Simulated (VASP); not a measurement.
Os:

```
CELL_PARAMETERS angstrom
2.73410 0.00000 0.00000
-1.36705 2.36780 0.00000
0.00000 0.00000 4.31970
ATOMIC_POSITIONS crystal
Os 0.66667 0.33333 0.75000
Os 0.33333 0.66667 0.25000
```

* Program: VASP 6.6.1
* Task: relaxation of cell and atoms
* Functional: BLYP
* Dispersion: D4
* Potentials or basis: VASP PAW PBE potentials, release 64 (Os)
* Cutoff: 600 eV
* k mesh: 11 × 11 × 6
* Occupations: fermi-dirac, width 0.05 eV
* Spin: no spin polarisation

At the start: pressure 14.7 GPa; volume 13.98 Å³/atom.

Task: Where does the relaxation end?

Result: Over 9 steps the energy falls by 21.7 meV/atom and the volume is 14.47 Å³/atom (+3.5 %); space group P6_3/mmc (No. 194, to 0.05 Å).

Step by step:
```csv
step,energy change (eV),largest force (eV/Å),pressure (GPa),volume (Å³)
1,0.0000,0.0000,14.65,27.96
2,0.6008,0.0000,-39.33,33.47
3,-0.0430,0.0000,-0.94,29.01
4,-0.0433,0.0000,-0.05,28.95
5,-0.0432,0.0000,0.22,28.93
6,-0.0433,0.0000,0.19,28.93
7,-0.0433,0.0000,0.22,28.93
8,-0.0432,0.0000,-0.63,28.99
9,-0.0433,0.0000,0.02,28.94
```

Final structure:
```
Os
1.0
     2.76648    0.00000    0.00000
    -1.38324    2.39585    0.00000
     0.00000    0.00000    4.36692
Os
2
Direct
  0.66667 0.33333 0.75000
  0.33333 0.66667 0.25000
```

Caveat: the PAW data sets were made with another functional, which shifts forces and pressure a little; pairwise dispersion overbinds metals, which lowers pressure and volume.
